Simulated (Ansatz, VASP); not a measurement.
**One calculation of ZnCu, two programs**

```
CELL_PARAMETERS angstrom
1.43669 -2.04807 0.00000
1.43669 2.04807 0.00000
0.00000 0.00000 3.99785
ATOMIC_POSITIONS crystal
Zn 0.50000 0.50000 0.50000
Cu 0.00000 0.00000 0.00000
```

Alike in both runs: task single point; functional PBE; k mesh 14 × 14 × 8; occupations gaussian, width 0.05 eV; no spin polarisation.

```csv
,VASP,Ansatz
version,VASP 6.6.1,Ansatz 0.2.0
potentials or method,"VASP PAW PBE potentials, release 64 (Zn, Cu), cutoff 520 eV","scalar-relativistic, plane waves, PAW"
valence electrons in the cell,23,31
```

|  | VASP | Ansatz | Ansatz less VASP |
| --- | --- | --- | --- |
| gap on the k mesh at the Fermi level (eV) | none | none | - |
| pressure (GPa) | 16.3 | 15.7 | -0.63 |
| traceless stress, the component that is largest in VASP (GPa) | 1.40 | 1.43 | +0.036 |

A gap of «none» marks a metal or a gap that the smearing closes. VASP's potentials hold 23 valence electrons a cell and Ansatz's 31, so a difference there can come from the potentials and not from the codes.
